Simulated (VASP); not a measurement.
# CdS (P6_3mc) in VASP: further runs

The runs below take CdS through relaxation of cell and atoms, single point, with r2SCAN.

Everything below comes from runs of VASP 6.6.1. Logs are shortened: lines on timing, memory, paths and dates and some standing lists are left out, and cuts for length are marked.

## 1. The cell of the first run

The structure is hexagonal, space group P6_3mc (No. 186). Conventional cell: a = 4.164 Å, b = 4.164 Å, c = 6.766 Å, α = 90.00°, β = 90.00°, γ = 120.00°. Within 3.4 Å of Cd (site symmetry 3m) lie 4 S at 2.54 to 2.55 Å. Within 3.4 Å of S (site symmetry 3m) lie 4 Cd at 2.54 to 2.55 Å.

## 2. Relaxation of cell and atoms, r2SCAN, target pressure 2 GPa, at which the enthalpy is minimised

File POSCAR:

```
CdS
1.0
    4.1637941282      0.0000000000      0.0000000000
   -2.0818970641      3.6059514912      0.0000000000
    0.0000000000      0.0000000000      6.7662481659
Cd S
2 2
Direct
    0.3333333333      0.6666666667     -0.0009613669
    0.6666666667      0.3333333333      0.4990386331
    0.3333333333      0.6666666667      0.3759613669
    0.6666666667      0.3333333333      0.8759613669
```

File INCAR.step1:

```
PREC = Accurate
ENCUT = 600
ISMEAR = 0
SIGMA = 0.01
LREAL = False
LASPH = True
NELM = 60
GGA = PE
ALGO = Normal
EDIFF = 1E-4
LWAVE = True
LCHARG = False
```

File INCAR.step2:

```
PREC = Accurate
ENCUT = 600
EDIFF = 1E-6
ISMEAR = 0
SIGMA = 0.01
LREAL = False
LASPH = True
NELM = 60
ALGO = Normal
ISIF = 3
LWAVE = False
LCHARG = False
METAGGA = R2SCAN
LMIXTAU = True
IBRION = 2
NSW = 100
EDIFFG = -0.002
PSTRESS = 20.0
ISTART = 1
```

File KPOINTS:

```
regular mesh
0
Gamma
  6 6 4
```

Potentials or basis: VASP PAW PBE potentials, release 64 (Cd, S).

Started as:

```sh
> cat potpaw_PBE.64/Cd/POTCAR potpaw_PBE.64/S/POTCAR > POTCAR
> cp INCAR.step1 INCAR
> mpirun -np 1 vasp_std > vasp.out
> cp INCAR.step2 INCAR
> mpirun -np 1 vasp_std > vasp.out
```

OUTCAR:

```text
PREC = Accurate
   ENCUT = 600
   EDIFF = 1E-6
   ISMEAR = 0
   LREAL = False
   LASPH = True
   NELM = 60
   ISIF = 3
   METAGGA = R2SCAN
   IBRION = 2
   NSW = 100
   EDIFFG = -0.002
   PSTRESS = 20.0
   ISTART = 1

 ion  position               nearest neighbor table
   1  0.333  0.667  0.999-   4 2.54   4 2.54   4 2.54   3 2.55
   2  0.667  0.333  0.499-   3 2.54   3 2.54   3 2.54   4 2.55
   3  0.333  0.667  0.376-   2 2.54   2 2.54   2 2.54   1 2.55
   4  0.667  0.333  0.876-   1 2.54   1 2.54   1 2.54   2 2.55

  LATTYP: Found a hexagonal cell.
 ALAT       =     4.1637941282
 C/A-ratio  =     1.6250198635

  Lattice vectors:

 A1 = (   4.1637941282,   0.0000000000,   0.0000000000)
 A2 = (  -2.0818970641,   3.6059514912,   0.0000000000)
 A3 = (   0.0000000000,   0.0000000000,   6.7662481659)

Analysis of symmetry for initial positions (statically):
=====================================================================
 Subroutine PRICEL returns:
 Original cell was already a primitive cell.

 Routine SETGRP: Setting up the symmetry group for a
 hexagonal supercell.

 Subroutine GETGRP returns: Found 12 space group operations
 (whereof  6 operations were pure point group operations)
 out of a pool of 24 trial point group operations.

The static configuration has the point symmetry C_3v.
 The point group associated with its full space group is C_6v.

Analysis of symmetry for dynamics (positions and initial velocities):
=====================================================================
 Subroutine PRICEL returns:
 Original cell was already a primitive cell.

 Routine SETGRP: Setting up the symmetry group for a
 hexagonal supercell.

 Subroutine GETGRP returns: Found 12 space group operations
 (whereof  6 operations were pure point group operations)
 out of a pool of 24 trial point group operations.

The dynamic configuration has the point symmetry C_3v.
 The point group associated with its full space group is C_6v.

 Subroutine INISYM returns: Found 12 space group operations
 (whereof  6 operations are pure point group operations),
 and found     1 'primitive' translations

----------------------------------------------------------------------------------------

                                     Primitive cell

  volume of cell :     101.5914

  direct lattice vectors                    reciprocal lattice vectors
     4.163794128  0.000000000  0.000000000     0.240165572  0.138659658  0.000000000
    -2.081897064  3.605951491  0.000000000     0.000000000  0.277319316  0.000000000
     0.000000000  0.000000000  6.766248166     0.000000000  0.000000000  0.147792392

  length of vectors
     4.163794128  4.163794128  6.766248166     0.277319316  0.277319316  0.147792392

  position of ions in fractional coordinates (direct lattice)
     0.333333333  0.666666667  0.999038633
     0.666666667  0.333333333  0.499038633
     0.333333333  0.666666667  0.375961367
     0.666666667  0.333333333  0.875961367

  ion indices of the primitive-cell ions
   primitive index   ion index
                 1           1
                 2           2
                 3           3
                 4           4

----------------------------------------------------------------------------------------

 KPOINTS: regular mesh

Automatic generation of k-mesh.
 Grid dimensions read from file:
 generate k-points for:    6    6    4

 Generating k-lattice:

  Cartesian coordinates                     Fractional coordinates (reciprocal lattice)
     0.040027595  0.023109943  0.000000000     0.166666667 -0.000000000  0.000000000
     0.000000000  0.046219886  0.000000000     0.000000000  0.166666667  0.000000000
     0.000000000  0.000000000  0.036948098     0.000000000  0.000000000  0.250000000

  Length of vectors
     0.046219886  0.046219886  0.036948098

  Shift w.r.t. Gamma in fractional coordinates (k-lattice)
     0.000000000  0.000000000  0.000000000

 Subroutine IBZKPT returns following result:
 ===========================================

 Found     21 irreducible k-points:

 Following reciprocal coordinates:
            Coordinates               Weight
  0.000000  0.000000  0.000000      1.000000
  0.166667  0.000000  0.000000      6.000000
  0.333333  0.000000  0.000000      6.000000
  0.500000  0.000000  0.000000      3.000000
  0.166667  0.166667  0.000000      6.000000
  0.333333  0.166667  0.000000     12.000000
[... 13 lines left out ...]
  0.333333  0.166667  0.500000     12.000000
  0.333333  0.333333  0.500000      2.000000
   k-points           NKPTS =     21   k-points in BZ     NKDIM =     21   number of bands    NBANDS=     22
   number of dos      NEDOS =    301   number of ions     NIONS =      4
   total plane-waves  NPLWV =  69984
   dimension x,y,z NGX =    36 NGY =   36 NGZ =   54
   dimension x,y,z NGXF=    72 NGYF=   72 NGZF=  108
   ions per type =               2   2
   NGX,Y,Z   is equivalent  to a cutoff of  14.37, 14.37, 13.27 a.u.
   NGXF,Y,Z  is equivalent  to a cutoff of  28.75, 28.75, 26.54 a.u.
 SYSTEM =  unknown system
   PREC   = accura    normal or accurate (medium, high low for compatibility)
   ISTART =      1    job   : 0-new  1-cont  2-samecut
   ICHARG =      0    charge: 1-file 2-atom 10-const
   ISPIN  =      1    spin polarized calculation?
   LNONCOLLINEAR =      F non collinear calculations
   LSORBIT =      F    spin-orbit coupling
   LASPH  =      T    aspherical Exc in radial PAW
   ENCUT  =  600.0 eV  44.10 Ry    6.64 a.u.   8.32  8.32 13.51*2*pi/ulx,y,z
   NELM   =     60;   NELMIN=  2; NELMDL=  0     # of ELM steps
   EDIFF  = 0.1E-05   stopping-criterion for ELM
   LREAL  =      F    real-space projection
   EDIFFG = -.2E-02   stopping-criterion for IOM
   NSW    =    100    number of steps for IOM
   IBRION =      2    ionic relax: 0-MD 1-quasi-New 2-CG
   NFREE  =      1    steps in history (QN), initial steepest desc. (CG)
   ISIF   =      3    stress and relaxation
   ISYM   =      2    0-nonsym 1-usesym 2-fastsym
   POTIM  = 0.5000    time-step for ionic-motion
   TEBEG  =    0.0;   TEEND  =   0.0 temperature during run
   PSTRESS=   20.0 pullay stress
   NELECT =      36.0000    total number of electrons
   NUPDOWN=      -1.0000    fix difference up-down
   EMIN   =  10.00;   EMAX   =-10.00  energy-range for DOS
   EFERMI =   0.00;   METHOD = LEGACY
   ISMEAR =     0;   SIGMA  =   0.01  broadening in eV -4-tet -1-fermi 0-gaus
   EFERMI_NEDOS =   21; number of points for ismear=-14 and -15
   IALGO  =     38    algorithm
   IMIX   =      4    mixing-type and parameters
     AMIX     =   0.40;   BMIX     =  1.00
     AMIX_MAG =   1.60;   BMIX_MAG =  1.00
  volume/ion in A,a.u.               =      25.40       171.39
  Fermi-wavevector in a.u.,A,eV,Ry     =   1.158484  2.189217 18.260172  1.342085
  Thomas-Fermi vector in A             =   2.295086
   LORBIT       =      0    0 simple, 1 ext, 2 COOP (PROOUT), +10 PAW based schemes
   METAGGA = R2SCAN    functional components
   LHFCALC =     F    Hartree Fock is set to
   AEXX    =    0.0000 exact exchange contribution
   IVDW    =     0    specifies the selected vdW correction
   LEPSILON=     F    determine dielectric tensor
   LRPA    =     F    only Hartree local field effects (RPA)
 conjugate gradient relaxation of ions
 non-spin polarized calculation
 Gauss-broadening in eV      SIGMA  =   0.01
  energy-cutoff  :      600.00
  volume of cell :      101.59
 maximum number of plane-waves:      3410
 NGX is ok and might be reduce to    36
   NGX = 17   NGY = 17   NGZ = 27

--------------------------------------- Ionic step        1  -------------------------------------------

 number of electron      36.0000008 magnetization

 Free energy of the ion-electron system (eV)
  ---------------------------------------------------
  ext. energy  EPLUGINS =         0.00000000
  ---------------------------------------------------
  free energy    TOTEN  =       -59.38126726 eV

  energy without entropy =      -59.38126726  energy(sigma->0) =      -59.38126726

------------------------ aborting loop because EDIFF is reached ----------------------------------------

  FORCE on cell =-STRESS in cart. coord.  units (eV):
  Direction    XX          YY          ZZ          XY          YZ          ZX
  --------------------------------------------------------------------------------------
  -------------------------------------------------------------------------------------
  Total        0.1976843      0.1976843      0.1888957      0.0000000      0.0000000      0.0000000
  in kB        3.1176376      3.1176376      2.9790347      0.0000000      0.0000000      0.0000000
  external PRESSURE =     -16.9285634 kB  Pullay stress =      20.0000000 kB

 VOLUME and BASIS-vectors are now :
 -----------------------------------------------------------------------------
  energy-cutoff  :      600.00
  volume of cell :      101.59
      direct lattice vectors                 reciprocal lattice vectors
     4.163794128  0.000000000  0.000000000     0.240165572  0.138659658  0.000000000
    -2.081897064  3.605951491  0.000000000     0.000000000  0.277319316  0.000000000
     0.000000000  0.000000000  6.766248166     0.000000000  0.000000000  0.147792392

 POSITION                                       TOTAL-FORCE (eV/Angst)
 -----------------------------------------------------------------------------------
     -0.00000      2.40397      6.75974         0.000000     -0.000000      0.001983
      2.08190      1.20198      3.37662        -0.000000      0.000000      0.001983
     -0.00000      2.40397      2.54385         0.000000     -0.000000     -0.001983
      2.08190      1.20198      5.92697         0.000000      0.000000     -0.001983
 -----------------------------------------------------------------------------------
    total drift:                               -0.000000      0.000000      0.003656

  FREE ENERGIE OF THE ION-ELECTRON SYSTEM (eV)
  ---------------------------------------------------
  free  energy   TOTEN  =       -59.3812672611 eV
[... 228 lines left out ...]
 POSITION                                       TOTAL-FORCE (eV/Angst)
 -----------------------------------------------------------------------------------
     -0.00000      2.38319      6.70106         0.000000     -0.000000      0.000894
      2.06390      1.19160      3.34741         0.000000     -0.000000      0.000894
     -0.00000      2.38319      2.52146        -0.000000      0.000000     -0.000894
      2.06390      1.19160      5.87510         0.000000      0.000000     -0.000894
 -----------------------------------------------------------------------------------
    total drift:                               -0.000000      0.000000      0.004110

  FREE ENERGIE OF THE ION-ELECTRON SYSTEM (eV)
  ---------------------------------------------------
  free  energy   TOTEN  =       -59.3631865208 eV

  energy  without entropy=      -59.3631865208  energy(sigma->0) =      -59.36318652

  enthalpy is  TOTEN    =       -58.1277068968 eV   P V=        1.2354796240

--------------------------------------- Ionic step        8  -------------------------------------------

 number of electron      36.0000002 magnetization

 Free energy of the ion-electron system (eV)
  ---------------------------------------------------
  ext. energy  EPLUGINS =         0.00000000
  ---------------------------------------------------
  free energy    TOTEN  =       -59.36284826 eV

  energy without entropy =      -59.36284826  energy(sigma->0) =      -59.36284826

 E-fermi :   1.1632     XC(G=0):  -9.7411

 val. band max:        1.0722851586   @ k =   0.0000   0.0000   0.0000
 cond. band min:       2.7649762900   @ k =   0.0000   0.0000   0.0000
 fundamental gap:      1.6926911314
 Fermi energy:         1.1631601630

 k-point     1 :       0.0000    0.0000    0.0000
  band No.  band energies     occupation
      1     -11.8240      2.00000
      2     -11.3850      2.00000
      3      -6.8824      2.00000
      4      -6.8766      2.00000
      5      -6.8766      2.00000
      6      -6.7838      2.00000
[... 14 lines left out ...]
     21       8.0577      0.00000
     22       8.0577      0.00000

 k-point     2 :       0.1667    0.0000    0.0000
  band No.  band energies     occupation
      1     -11.7275      2.00000
      2     -11.3436      2.00000
      3      -6.8497      2.00000
      4      -6.8363      2.00000
      5      -6.7973      2.00000
      6      -6.7316      2.00000
[... 502 lines left out ...]
 VOLUME and BASIS-vectors are now :
 -----------------------------------------------------------------------------
  energy-cutoff  :      600.00
  volume of cell :       98.95
      direct lattice vectors                 reciprocal lattice vectors
     4.127374060  0.000000000  0.000000000     0.242284800  0.139883195  0.000000000
    -2.063687030  3.574410787 -0.000000000     0.000000000  0.279766389  0.000000000
     0.000000000 -0.000000000  6.706848540     0.000000000  0.000000000  0.149101324

 POSITION                                       TOTAL-FORCE (eV/Angst)
 -----------------------------------------------------------------------------------
     -0.00000      2.38294      6.70064         0.000000     -0.000000      0.001099
      2.06369      1.19147      3.34721        -0.000000     -0.000000      0.001099
     -0.00000      2.38294      2.52128         0.000000      0.000000     -0.001099
      2.06369      1.19147      5.87470        -0.000000      0.000000     -0.001099
 -----------------------------------------------------------------------------------
    total drift:                               -0.000000      0.000000      0.004140

  FREE ENERGIE OF THE ION-ELECTRON SYSTEM (eV)
  ---------------------------------------------------
  free  energy   TOTEN  =       -59.3628482561 eV

  energy  without entropy=      -59.3628482561  energy(sigma->0) =      -59.36284826

  enthalpy is  TOTEN    =       -58.1277082049 eV   P V=        1.2351400512

 reached required accuracy - stopping structural energy minimisation
```

Wall time 8.1 min (1 thread of Intel Xeon Platinum 8488C (Sapphire Rapids), shared host); peak memory 0.31 GiB.

Results:

* Free energy: -59.3628 eV
* Relaxed volume: 24.74 Å³/atom
* Relaxed cell: a = 4.127 Å, b = 4.127 Å, c = 6.707 Å, α = 90.00°, β = 90.00°, γ = 120.00°
* Space group after relaxing (to 0.1 Å): P6_3mc (No. 186)
* Energy change on relaxing (the run minimises the enthalpy): +4.6 meV/atom
* Ionic steps: 8
* Pressure after relaxing: 2.0 GPa
* Band gap on the k mesh: 1.69 eV

Step by step:
```
step  energy change (eV)  largest force (eV/Å)  pressure (GPa)  volume (Å³)
   1              0.0000                0.0020            0.31       101.59
   2              0.0375                0.0030            2.93        97.70
   3              0.0187                0.0025            2.01        98.93
   4              0.0180                0.0027            1.98        98.98
   5              0.0180                0.0005            1.98        98.98
   6              0.0180                0.0007            1.98        98.98
   7              0.0181                0.0009            1.98        98.97
   8              0.0184                0.0011            1.99        98.95
```

Final structure:
```
Cd S
1.0
     4.12737    0.00000    0.00000
    -2.06369    3.57441    0.00000
     0.00000    0.00000    6.70685
Cd S
2 2
Direct
  0.33333 0.66667 0.99907
  0.66667 0.33333 0.49907
  0.33333 0.66667 0.37593
  0.66667 0.33333 0.87593
```

Caveat: the cell is relaxed towards a set pressure, so the run minimises the enthalpy, not the energy; the PAW data sets were made with another functional, which shifts forces and pressure a little.

## 3. Single point, r2SCAN

This run uses another cell than the first one, of 23.12 Å³/atom.

File POSCAR:

```
CdS
1.0
    4.0334153639      0.0000000000      0.0000000000
   -2.0167076819      3.4930401691      0.0000000000
    0.0000000000      0.0000000000      6.5640043964
Cd S
2 2
Direct
    0.3333333333      0.6666666667     -0.0006696373
    0.6666666667      0.3333333333      0.4993303627
    0.3333333333      0.6666666667      0.3756696373
    0.6666666667      0.3333333333      0.8756696373
```

File INCAR.step1:

```
ALGO = Normal ; EDIFF = 1E-5
ENCUT = 700 ; GGA = PE
GGA_COMPAT = F ; ISMEAR = 0
LASPH = T ; LCHARG = F
LREAL = F ; LWAVE = T
NBANDS = 34 ; NELM = 120
PREC = Accurate ; SIGMA = 0.01
```

File INCAR.step2:

```
ALGO = Normal ; EDIFF = 1E-6
ENCUT = 700 ; GGA_COMPAT = F
ISIF = 2 ; ISMEAR = 0
ISTART = 1 ; LASPH = T
LCHARG = F ; LMIXTAU = T
LREAL = F ; LWAVE = F
METAGGA = R2SCAN ; NBANDS = 34
NELM = 120 ; PREC = Accurate
SIGMA = 0.01
```

File KPOINTS:

```
k-points
0
Gamma
  6 6 4
```

Potentials or basis: VASP PAW PBE potentials, release 64 (Cd_sv_GW, S).

Started as:

```sh
> cat potpaw_PBE.64/Cd_sv_GW/POTCAR potpaw_PBE.64/S/POTCAR > POTCAR
> cp INCAR.step1 INCAR
> mpirun -np 1 vasp_std > vasp.out
> cp INCAR.step2 INCAR
> mpirun -np 1 vasp_std > vasp.out
```

It took 4.1 min on 1 thread of AMD EPYC 9R45 (Zen 5), shared host; peak memory 0.32 GiB.

The run converged. Its results:

| Item | Value |
| --- | --- |
| Free energy | -59.3308 eV |
| Pressure | 6.8 GPa |
| Band gap on the k mesh | 1.85 eV |

Levels at points of the mesh, in eV from the valence-band top:
| k point | band 23 | band 24 | band 25 | band 26 | band 27 | band 28 | band 29 | band 30 |
| --- | --- | --- | --- | --- | --- | --- | --- | --- |
| (0.00, 0.00, 0.00) | -0.88 | -0.06 | 0.00 | 0.00 | 1.85 | 3.36 | 6.99 | 6.99 |
| (0.50, 0.00, 0.00) | -3.03 | -2.19 | -1.51 | -0.88 | 4.25 | 4.35 | 5.38 | 7.18 |
| (0.00, 0.00, 0.50) | -0.46 | -0.46 | -0.46 | -0.46 | 3.48 | 3.48 | 6.71 | 6.71 |
| (0.50, 0.00, 0.50) | -1.57 | -1.57 | -1.54 | -1.54 | 3.91 | 3.91 | 5.85 | 5.85 |

Caveat: the cell stands under pressure; the PAW data sets were made with another functional, which shifts forces and pressure a little.

(Continued in part 2 of 2.)
